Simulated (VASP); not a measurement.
# Mg3Te: single point with PBE

The system is Mg3Te.

```
Mg Te
1.0
     4.61816    0.00000    0.00000
     0.00000    4.61816    0.00000
     0.00000    0.00000    4.61816
Mg Te
3 1
Direct
  0.00000 0.50000 0.50000
  0.50000 0.00000 0.50000
  0.50000 0.50000 0.00000
  0.00000 0.00000 0.00000
```

```json
{
  "Program": "VASP 6.6.1",
  "Task": "single point",
  "Functional": "PBE",
  "Potentials or basis": "VASP PAW PBE potentials, release 64 (Mg, Te)",
  "Cutoff": "520 eV",
  "k mesh": "10 × 10 × 10",
  "Occupations": "gaussian, width 0.1 eV",
  "Spin": "no spin polarisation"
}
```

```
Pressure               : -0.1 GPa
Band gap on the k mesh : zero (band 6 reaches 5.43 eV, above the bottom of band 7 at 2.71 eV)
```

Levels at points of the mesh, in eV from the Fermi level:
| k point | band 2 | band 3 | band 4 | band 5 | band 6 | band 7 | band 8 | band 9 | band 10 | band 11 |
| --- | --- | --- | --- | --- | --- | --- | --- | --- | --- | --- |
| (0.00, 0.00, 0.00) | -4.21 | -3.53 | -3.53 | -3.53 | -0.05 | -0.05 | 2.97 | 2.97 | 2.97 | 4.84 |
| (0.50, 0.00, 0.00) | -6.47 | -3.05 | -3.05 | -1.84 | -0.64 | 0.75 | 0.75 | 1.08 | 2.47 | 5.13 |
| (0.50, 0.50, 0.00) | -5.50 | -5.50 | -3.64 | -2.67 | 0.49 | 1.74 | 1.74 | 2.19 | 2.19 | 2.51 |
| (0.50, 0.50, 0.50) | -4.75 | -4.75 | -4.75 | -1.98 | -1.92 | -1.92 | -1.92 | 5.58 | 5.58 | 5.58 |

It took 87 s on 1 thread of Intel Xeon 6975P-C, with other jobs on the host, peak memory 0.25 GiB.

Caveat: spin-orbit coupling is left out, which moves the levels of the heavy elements.
